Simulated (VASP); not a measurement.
# TiAl2 (Cmmm) in VASP: a series of runs, part 3 of 3

VASP 6.6.1.

**5. Single point, PBEsol (biaxial strain in the a-b plane: -2.0 %, then relaxed in part)**

The input, INCAR:

```
SYSTEM = TiAl2
ALGO = Fast
EDIFF = 1E-7
ENCUT = 520
GGA = PS
ISIF = 2
ISMEAR = 0
LASPH = .TRUE.
LCHARG = .FALSE.
LREAL = .FALSE.
LWAVE = .FALSE.
NBANDS = 48
NELM = 100
PREC = Accurate
SIGMA = 0.1
```

The input, KPOINTS:

```
k-points
0
G
  10 4 10
  0 0 0
```

The input, POSCAR:

```
TiAl2
1.0
    3.8226545211      0.0000000000      0.0000000000
    0.0000000000     11.8115022771      0.0000000000
    0.0000000000      0.0000000000      4.0290446191
Ti Al
4 8
Direct
    0.5000000000      0.8427182959      0.0000000000
    0.0000000000      0.6572817041      0.0000000000
    0.0000000000      0.3427182959      0.0000000000
    0.5000000000      0.1572817041      0.0000000000
    0.0000000000      0.0000000000      0.0000000000
    0.5000000000      0.6721603009      0.5000000000
    0.0000000000      0.8278396991      0.5000000000
    0.5000000000      0.0000000000      0.5000000000
    0.5000000000      0.5000000000      0.0000000000
    0.0000000000      0.1721603009      0.5000000000
    0.5000000000      0.3278396991      0.5000000000
    0.0000000000      0.5000000000      0.5000000000
```

Potentials or basis: VASP PAW PBE potentials, release 64 (Ti_sv, Al).

The run is started by

```
$ cat potpaw_PBE.64/Ti_sv/POTCAR potpaw_PBE.64/Al/POTCAR > POTCAR
$ mpirun -np 1 vasp_std > vasp.out
```

OUTCAR:

```text
SYSTEM = TiAl2
   EDIFF = 1E-7
   ENCUT = 520
   GGA = PS
   ISIF = 2
   ISMEAR = 0
   LASPH = .TRUE.
   LREAL = .FALSE.
   NELM = 100
   PREC = Accurate

 ion  position               nearest neighbor table
   1  0.500  0.843  0.000-   5 2.67   5 2.67   8 2.74   8 2.74   7 2.78   7 2.78   7 2.78   7 2.78
                             6 2.85   6 2.85   2 2.91   2 2.91
   2  0.000  0.657  0.000-   9 2.67   9 2.67  12 2.74  12 2.74   6 2.78   6 2.78   6 2.78   6 2.78
                             7 2.85   7 2.85   1 2.91   1 2.91
[... 1483 lines left out ...]
 -----------------------------------------------------------------------------
  energy-cutoff  :      520.00
  volume of cell :      181.92
      direct lattice vectors                 reciprocal lattice vectors
     3.822654521  0.000000000  0.000000000     0.261598320  0.000000000  0.000000000
     0.000000000 11.811502277  0.000000000     0.000000000  0.084663236  0.000000000
     0.000000000  0.000000000  4.029044619     0.000000000  0.000000000  0.248197797

 POSITION                                       TOTAL-FORCE (eV/Angst)
 -----------------------------------------------------------------------------------
      1.91133      9.95377      0.00000        -0.000000     -0.007014     -0.000000
      0.00000      7.76348      0.00000        -0.000000      0.007014     -0.000000
      0.00000      4.04802      0.00000        -0.000000     -0.007014      0.000000
      1.91133      1.85773      0.00000        -0.000000      0.007014     -0.000000
      0.00000      0.00000      0.00000         0.000000     -0.000000      0.000000
      1.91133      7.93922      2.01452         0.000000     -0.004101      0.000000
      0.00000      9.77803      2.01452         0.000000      0.004101      0.000000
      1.91133      0.00000      2.01452        -0.000000     -0.000000      0.000000
      1.91133      5.90575      0.00000        -0.000000     -0.000000      0.000000
      0.00000      2.03347      2.01452        -0.000000     -0.004101      0.000000
      1.91133      3.87228      2.01452         0.000000      0.004101      0.000000
      0.00000      5.90575      2.01452        -0.000000     -0.000000      0.000000
 -----------------------------------------------------------------------------------
    total drift:                                0.000000      0.000000     -0.000000

  FREE ENERGIE OF THE ION-ELECTRON SYSTEM (eV)
  ---------------------------------------------------
  free  energy   TOTEN  =       -71.1871599835 eV

  energy  without entropy=      -71.1626876279  energy(sigma->0) =      -71.17492381
```

stdout:

```text
POSCAR found type information on POSCAR TiAl
 POSCAR found :  2 types and      12 ions
 scaLAPACK will be used
 -----------------------------------------------------------------------------
|                                                                             |
|                                                                             |
|     You enforced a specific xc type in the INCAR file but a different       |
[... 67 lines left out ...]
WARNING in EDDRMM: call to ZHEGV failed, returncode =   8  4     28
WARNING in EDDRMM: call to ZHEGV failed, returncode =   8  4     19
WARNING in EDDRMM: call to ZHEGV failed, returncode =   6  3     21
WARNING in EDDRMM: call to ZHEGV failed, returncode =   8  4     30
WARNING in EDDRMM: call to ZHEGV failed, returncode =   8  4     15
WARNING in EDDRMM: call to ZHEGV failed, returncode =   6  3     22
WARNING in EDDRMM: call to Z
```

Run time: 30 min. Hardware: 1 thread of Intel Xeon 6975P-C (Granite Rapids), shared host; peak memory 0.76 GiB.

What came out:

* Free energy: -71.1872 eV
* Pressure: 3.4 GPa
* Largest force: 0.007 eV/Å
* Band gap on the k mesh: zero (bands 36 and 37 overlap by 1.37 eV)

Forces in eV/Å, atoms in the order of the input:
```
Ti   0.000 -0.007  0.000
Ti   0.000  0.007  0.000
Ti   0.000 -0.007  0.000
Ti   0.000  0.007  0.000
Al   0.000  0.000  0.000
Al   0.000 -0.004  0.000
Al   0.000  0.004  0.000
Al   0.000  0.000  0.000
Al   0.000  0.000  0.000
Al   0.000 -0.004  0.000
Al   0.000  0.004  0.000
Al   0.000  0.000  0.000
```

Stress tensor (GPa, compression positive):
```
4.85 0.00 0.00
0.00 5.21 0.00
0.00 0.00 0.10
```

Caveat: the cell differs from its parent crystal (biaxial strain in the a-b plane: -2.0 %, then relaxed in part); the stress differs along the axes, from 0 to 5 GPa; the PAW data sets were made with another functional, which shifts forces and pressure a little.

**6. Single point, PBEsol**

This run uses another cell than the first one: it holds 6 atoms, not 12.

The input, INCAR:

```
SYSTEM = TiAl2
  ALGO = Fast
  EDIFF = 1E-6
  ENCUT = 520
  GGA = PS
  ISIF = 2
  ISMEAR = 0
  ISYM = 0
  LASPH = .True.
  LCHARG = .False.
  LREAL = .False.
  LWAVE = .False.
  NBANDS = 27
  NELM = 60
  PREC = Accurate
  SIGMA = 0.1
```

The input, KPOINTS:

```
k-points
0
Gamma
  9 9 6
  0 0 0
```

The input, POSCAR:

```
TiAl2
1.0
    3.9006678799      0.0000000000      0.0000000000
    0.0000000000      3.9724249773      0.0000000000
    1.9503339399      0.0000000000      6.0262766716
Ti Al
2 4
Direct
    0.6562199823      0.0000000000      0.6875600355
    0.3437800177      0.0000000000      0.3124399645
    0.0000000000      0.0000000000      0.0000000000
    0.8270962382      0.5000000000      0.3458075236
    0.1729037618      0.5000000000      0.6541924764
    0.5000000000      0.5000000000      0.0000000000
```

Potentials or basis: VASP PAW PBE potentials, release 64 (Ti_sv, Al).

The run is started by

```
$ cat potpaw_PBE.64/Ti_sv/POTCAR potpaw_PBE.64/Al/POTCAR > POTCAR
$ mpirun -np 1 vasp_std > vasp.out
```

OUTCAR:

```text
SYSTEM = TiAl2
   EDIFF = 1E-6
   ENCUT = 520
   GGA = PS
   ISIF = 2
   ISMEAR = 0
   ISYM = 0
   LASPH = .True.
   LREAL = .False.
   NELM = 60
   PREC = Accurate

 ion  position               nearest neighbor table
   1  0.656  0.000  0.688-   3 2.71   3 2.71   6 2.74   6 2.74   5 2.79   5 2.79   5 2.79   5 2.79
                             4 2.86   4 2.86
   2  0.344  0.000  0.312-   3 2.71   3 2.71   6 2.74   6 2.74   4 2.79   4 2.79   4 2.79   4 2.79
                             5 2.86   5 2.86
   3  0.000  0.000  0.000-   1 2.71   2 2.71   1 2.71   2 2.71   6 2.78   6 2.78   6 2.78   6 2.78
                             5 2.88   4 2.88   4 2.88   5 2.88
   4  0.827  0.500  0.346-   5 2.69   5 2.69   2 2.79   2 2.79   2 2.79   2 2.79   6 2.85   6 2.85
                             1 2.86   1 2.86   3 2.88   3 2.88
   5  0.173  0.500  0.654-   4 2.69   4 2.69   1 2.79   1 2.79   1 2.79   1 2.79   6 2.85   6 2.85
                             2 2.86   2 2.86   3 2.88   3 2.88
   6  0.500  0.500  0.000-   1 2.74   2 2.74   1 2.74   2 2.74   3 2.78   3 2.78   3 2.78   3 2.78
                             5 2.85   4 2.85   4 2.85   5 2.85

IMPORTANT INFORMATION: All symmetrisations will be switched off!
NOSYMM: (Re-)initialisation of all symmetry stuff for point group C_1.

----------------------------------------------------------------------------------------

                                     Primitive cell

  volume of cell :      93.3778

  direct lattice vectors                    reciprocal lattice vectors
     3.900667880  0.000000000  0.000000000     0.256366353  0.000000000 -0.082969971
     0.000000000  3.972424977  0.000000000     0.000000000  0.251735402  0.000000000
     1.950333940  0.000000000  6.026276672     0.000000000  0.000000000  0.165939942

  length of vectors
     3.900667880  3.972424977  6.334020287     0.269458203  0.251735402  0.165939942

  position of ions in fractional coordinates (direct lattice)
     0.656219982  0.000000000  0.687560035
     0.343780018  0.000000000  0.312439965
     0.000000000  0.000000000  0.000000000
     0.827096238  0.500000000  0.345807524
     0.172903762  0.500000000  0.654192476
     0.500000000  0.500000000  0.000000000

[... 123 lines left out ...]
  volume/ion in A,a.u.               =      15.56       105.02
  Fermi-wavevector in a.u.,A,eV,Ry     =   1.191501  2.251610 19.315846  1.419675
  Thomas-Fermi vector in A             =   2.327561
   LORBIT       =      0    0 simple, 1 ext, 2 COOP (PROOUT), +10 PAW based schemes
   GGA     = PS    functional components
   LHFCALC =     F    Hartree Fock is set to
   AEXX    =    0.0000 exact exchange contribution
   IVDW    =     0    specifies the selected vdW correction
   LEPSILON=     F    determine dielectric tensor
   LRPA    =     F    only Hartree local field effects (RPA)
 non-spin polarized calculation
 RMM-DIIS sequential band-by-band and
 Gauss-broadening in eV      SIGMA  =   0.10
  energy-cutoff  :      520.00
  volume of cell :       93.38
 maximum number of plane-waves:      2545
 NGX is ok and might be reduce to    30

 number of electron      35.9999995 magnetization

 Free energy of the ion-electron system (eV)
  ---------------------------------------------------
  ext. energy  EPLUGINS =         0.00000000
  ---------------------------------------------------
  free energy    TOTEN  =       -35.65155385 eV

  energy without entropy =      -35.63843017  energy(sigma->0) =      -35.64499201

 E-fermi :   8.6500     XC(G=0): -11.0346

 val. band max:        8.6473072425   @ k =   0.0000   0.2222   0.0000
 cond. band min:       8.6526664285   @ k =   0.0000   0.2222   0.5000
 fundamental gap:      0.0053591860
 Fermi energy:         8.6500482912

 k-point     1 :       0.0000    0.0000    0.0000
  band No.  band energies     occupation
      1     -47.7771      2.00000
      2     -47.7460      2.00000
      3     -24.2402      2.00000
      4     -24.2057      2.00000
      5     -24.1981      2.00000
      6     -24.1808      2.00000
[... 709 lines left out ...]
     26      12.1271      0.00000
     27      12.8846      0.00000

 [... further k-points ...]
[... 5 lines left out ...]
  --------------------------------------------------------------------------------------
  -------------------------------------------------------------------------------------
  Total        0.1103088      0.0546473      0.0731322     -0.0000153     -0.0000266      0.0006277
  in kB        1.8926786      0.9376396      1.2548022     -0.0002621     -0.0004572      0.0107706
  external PRESSURE =       1.3617068 kB  Pullay stress =       0.0000000 kB

 VOLUME and BASIS-vectors are now :
 -----------------------------------------------------------------------------
  energy-cutoff  :      520.00
  volume of cell :       93.38
      direct lattice vectors                 reciprocal lattice vectors
     3.900667880  0.000000000  0.000000000     0.256366353  0.000000000 -0.082969971
     0.000000000  3.972424977  0.000000000     0.000000000  0.251735402  0.000000000
     1.950333940  0.000000000  6.026276672     0.000000000  0.000000000  0.165939942

 POSITION                                       TOTAL-FORCE (eV/Angst)
 -----------------------------------------------------------------------------------
      3.90067      0.00000      4.14343         0.002366      0.000008     -0.004215
      1.95033      0.00000      1.88285        -0.002390     -0.000009      0.004194
      0.00000      0.00000      0.00000         0.000004      0.000004      0.000142
      3.90067      1.98621      2.08393         0.000271     -0.000004     -0.014955
      1.95033      1.98621      3.94234        -0.000256     -0.000000      0.014746
      1.95033      1.98621      0.00000         0.000005      0.000001      0.000090
 -----------------------------------------------------------------------------------
    total drift:                               -0.000035     -0.000001      0.000287

  FREE ENERGIE OF THE ION-ELECTRON SYSTEM (eV)
  ---------------------------------------------------
  free  energy   TOTEN  =       -35.6515538491 eV

  energy  without entropy=      -35.6384301746  energy(sigma->0) =      -35.64499201
```

It took 36 min on 1 thread of Oxide Virtual Turin-like, shared host; peak memory 0.54 GiB.

What came out:

```yaml
Free_energy: -35.6516 eV
Pressure: 0.1 GPa
Largest_force: 0.015 eV/Å
Band_gap_on_the_k_mesh: zero (bands 18 and 19 overlap by 1.27 eV)
```

Forces on the atoms (eV/Å):
```
Ti   0.002  0.000 -0.004
Ti  -0.002  0.000  0.004
Al   0.000  0.000  0.000
Al   0.000  0.000 -0.015
Al   0.000  0.000  0.015
Al   0.000  0.000  0.000
```

Stress tensor (GPa, compression positive):
```
0.19 0.00 0.00
0.00 0.09 0.00
0.00 0.00 0.13
```

Levels at points of the mesh, in eV from the Fermi level:
```tsv
k point	band 14	band 15	band 16	band 17	band 18	band 19	band 20	band 21	band 22	band 23
(0.00, 0.00, 0.00)	-1.74	-1.61	-0.71	-0.53	-0.50	0.37	0.57	0.87	1.00	1.06
(0.00, 0.00, 0.50)	-1.98	-1.75	-1.26	-0.70	-0.53	0.23	1.19	1.23	1.26	1.57
```

Caveat: the PAW data sets were made with another functional, which shifts forces and pressure a little.

**7. Overview**

| task | cell | k mesh | cutoff (eV) | gap on the mesh (eV) | pressure (GPa) | largest force (eV/Å) |
| --- | --- | --- | --- | --- | --- | --- |
| single point | a = 3.745, b = 11.570, c = 4.087 Å, 12 atoms, atomic positions A | 10 × 4 × 10 | 520 | none | 7.3 | 0.01 |
| relaxation of shape and atoms at fixed volume | relaxed from a = 6.074, b = 6.074, c = 3.802 Å, angles 90.0, 90.0, 144.1°, 6 atoms, atomic positions B | 10 × 10 × 10 | 600 | none | 19.0 | 0.01 |
| single point | a = 3.823, b = 12.101, c = 3.999 Å, 12 atoms, atomic positions C | 10 × 4 × 10 | 520 | none | 1.3 | 0.01 |
| single point | a = 3.823, b = 11.812, c = 4.029 Å, 12 atoms, atomic positions D | 10 × 4 × 10 | 520 | none | 3.4 | 0.01 |
| single point | a = 3.901, b = 3.972, c = 6.334 Å, angles 90.0, 72.1, 90.0°, 6 atoms, atomic positions E | 9 × 9 × 6 | 520 | none | 0.1 | 0.01 |

Alike in all rows: level PBEsol; potentials or basis VASP PAW PBE potentials, release 64 (Ti_sv, Al); no spin polarisation; smearing gaussian 0.1 eV.

Caveats: the PAW data sets were made with another functional, which shifts forces and pressure a little; the stress differs along the axes, from 0 to 11 GPa (at least some runs); the stress differs along the axes, from 0 to 5 GPa (at least some runs).

Absolute energies hang on the potentials; compare differences alone.
